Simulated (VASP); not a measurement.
# Al: single point with LDA

Crystal: Al.

```
CELL_PARAMETERS angstrom
2.96902 0.00000 0.00000
-1.48451 2.57124 0.00000
0.00000 0.00000 4.36711
ATOMIC_POSITIONS crystal
Al 0.66667 0.33333 0.75000
Al 0.33333 0.66667 0.25000
```

This isn't the form of Al at room conditions, which is fcc.

This cell differs from its parent crystal: ratio of the length along z to the lengths across it x 0.85, volume and fractional coordinates fixed.

```
Program             : VASP 6.6.1
Task                : single point
Functional          : LDA
Potentials or basis : VASP PAW LDA potentials, release 64 (Al)
Cutoff              : 520 eV
k mesh              : 21 × 21 × 12
Occupations         : gaussian, width 0.15 eV
Spin                : no spin polarisation
```

```
Pressure               : -2.2 GPa
Band gap on the k mesh : zero (bands 3 and 4 overlap by 8.96 eV)
```

Stress tensor (GPa, compression positive):
```
-4.24  0.00  0.00
 0.00 -4.24  0.00
 0.00  0.00  1.80
```

Levels at points of the mesh, in eV from the Fermi level:
| k point | band 1 | band 2 | band 3 | band 4 | band 5 | band 6 | band 7 | band 8 |
| --- | --- | --- | --- | --- | --- | --- | --- | --- |
| (0.00, 0.00, 0.00) | -11.02 | -3.86 | -3.05 | 8.72 | 8.72 | 9.60 | 9.60 | 12.40 |
| (0.00, 0.00, 0.50) | -9.10 | -9.10 | 5.47 | 5.47 | 10.29 | 10.29 | 10.29 | 10.29 |

Run time: 70 s on 1 thread of Intel Xeon 8259CL, on a shared host, peak memory 0.2 GiB.
